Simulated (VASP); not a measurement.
Crystal: B.

```
B
1.0
     0.82259   -1.61251    0.00000
     0.82259    1.61251    0.00000
     0.00000    0.00000    4.43293
B
1
Direct
  0.50000 0.50000 0.50000
```

The cell was generated, and may not be a known phase.

```yaml
Program: VASP 6.6.1
Task: relaxation of cell and atoms
Functional: PBE
Potentials_or_basis: VASP PAW PBE potentials, release 64 (B)
Cutoff: 600 eV
k_mesh: 36 × 36 × 12
Occupations: gaussian, width 0.1 eV
Spin: no spin polarisation
```

At the start: pressure 0.2 GPa; volume 11.76 Å³/atom.

Question: Where does the relaxation end?

Answer: Over 37 steps the energy falls by 44.9 meV/atom and the volume is 10.15 Å³/atom (-13.7 %); space group Cmmm (No. 65, to 0.1 Å) before, P6/mmm (No. 191, to 0.1 Å).

Step by step:
```tsv
step	energy change (eV)	largest force (eV/Å)	pressure (GPa)	volume (Å³)
1	0.0000	0.0000	0.22	11.76
2	-0.0041	0.0000	-2.57	11.79
3	-0.0044	0.0000	-3.11	11.79
4	-0.0063	0.0000	-3.33	11.74
5	-0.0139	0.0000	-3.77	11.60
6	-0.0406	0.0000	-2.21	11.30
7	0.0337	0.0000	11.92	10.68
8	-0.0436	0.0000	-0.81	11.22
9	-0.0438	0.0000	-0.26	11.19
10	-0.0438	0.0000	-0.49	11.20
11	-0.0438	0.0000	-0.35	11.19
12	-0.0438	0.0000	-0.49	11.20
13	-0.0439	0.0000	-0.13	11.18
14	-0.0439	0.0000	-0.03	11.17
15	-0.0439	0.0000	-0.04	11.17
16	-0.0439	0.0000	-0.07	11.16
17	-0.0439	0.0000	-0.12	11.14
18	-0.0439	0.0000	-0.14	11.14
19	-0.0439	0.0000	-0.12	11.13
20	-0.0439	0.0000	-0.12	11.12
21	-0.0439	0.0000	-0.14	11.10
22	-0.0440	0.0000	-0.15	11.05
23	-0.0441	0.0000	-0.18	10.96
24	-0.0442	0.0000	-0.23	10.78
25	-0.0443	0.0000	-0.33	10.41
26	-0.0444	0.0000	-0.33	10.40
27	-0.0444	0.0000	-0.29	10.36
28	-0.0446	0.0000	-0.23	10.28
29	-0.0447	0.0000	-0.08	10.12
30	-0.0446	0.0000	0.24	9.80
31	-0.0448	0.0000	0.01	10.04
32	-0.0448	0.0000	-0.01	10.05
33	-0.0448	0.0000	-0.01	10.04
34	-0.0448	0.0000	-0.01	10.06
35	-0.0449	0.0000	-0.05	10.12
36	-0.0448	0.0000	-0.10	10.23
37	-0.0449	0.0000	-0.07	10.15
```

Final structure:
```xyz
1
Lattice="0.8561 -1.4825 0.0000 0.8561 1.4825 0.0000 0.0000 0.0000 4.0002" Properties=species:S:1:pos:R:3 pbc="T T T"
B     0.8561    0.0000    2.0001
```
